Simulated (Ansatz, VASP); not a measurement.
# Two plane-wave programs on Pt

INCAR

```
SYSTEM = Pt
PREC     = Accurate       ! precision mode
ENCUT    = 500            ! plane-wave cutoff, eV
EDIFF    = 1E-6           ! SCF threshold, eV
ISMEAR   = -1             ! smearing method
SIGMA    = 0.05           ! smearing width, eV
LREAL    = .False.        ! projectors in reciprocal space
LASPH    = .True.         ! aspherical terms in the spheres
NELM     = 120            ! most SCF steps
ALGO     = Normal         ! electronic algorithm
ISIF     = 2              ! what is computed and relaxed
LWAVE    = .False.        ! write WAVECAR
LCHARG   = .True.         ! write CHGCAR
GGA      = PE             ! functional
LELF     = .True.         ! ELF
LVHAR    = .True.       
NBANDS   = 11             ! bands
GGA_COMPAT= .False.
```

The input KPOINTS:

```
regular mesh
0
Gamma
  13 13 13
  0 0 0
```

File POSCAR:

```
Pt
1.0
    0.0000000000      1.9390000000      1.9390000000
    1.9390000000      0.0000000000      1.9390000000
    1.9390000000      1.9390000000      0.0000000000
Pt
1
Direct
    0.0000000000      0.0000000000      0.0000000000
```

Input for Ansatz:

```yaml
crystal:
  lattice:
    - [0.0, 1.939, 1.939]
    - [1.939, 0.0, 1.939]
    - [1.939, 1.939, 0.0]
  atoms:
    - { symbol: Pt, position: [0.0, 0.0, 0.0] }
hamiltonian:
  xc: pbe
  pseudopotentials: { kind: paw }
basis:
  ecutwfc: 420
kpoints:
  mp_grid: { grid: [13, 13, 13] }
scf:
  occupations: { method: fermi_dirac, width: 0.05 }
  lower_state_search: "off"
  algorithm: density_mixing
  max_iter: 100
  mixing: { algorithm: anderson, ndim: 1, beta: 0.7, preconditioner: none }
output:
  forces: true
  stress: true
```

Alike in both runs: task single point; functional PBE; k mesh 13 × 13 × 13; occupations fermi-dirac, width 0.05 eV; no spin polarisation.

```csv
,VASP,Ansatz
version,VASP 6.6.1,Ansatz 0.2.0
potentials or method,"VASP PAW PBE potentials, release 64 (Pt), cutoff 500 eV","PAW, plane waves, scalar-relativistic"
valence electrons in the cell,10,18
```

VASP gave:

* pressure (GPa): 20.6

Problem. Estimate Ansatz's values.

Solution. Pressure (GPa): 21.1.

With one functional, cell and mesh, what is left measures potentials, basis and numerics. VASP's potentials hold 10 valence electrons a cell and Ansatz's 18, so a difference there can come from the potentials and not from the codes.

Neither program's run includes spin-orbit coupling.
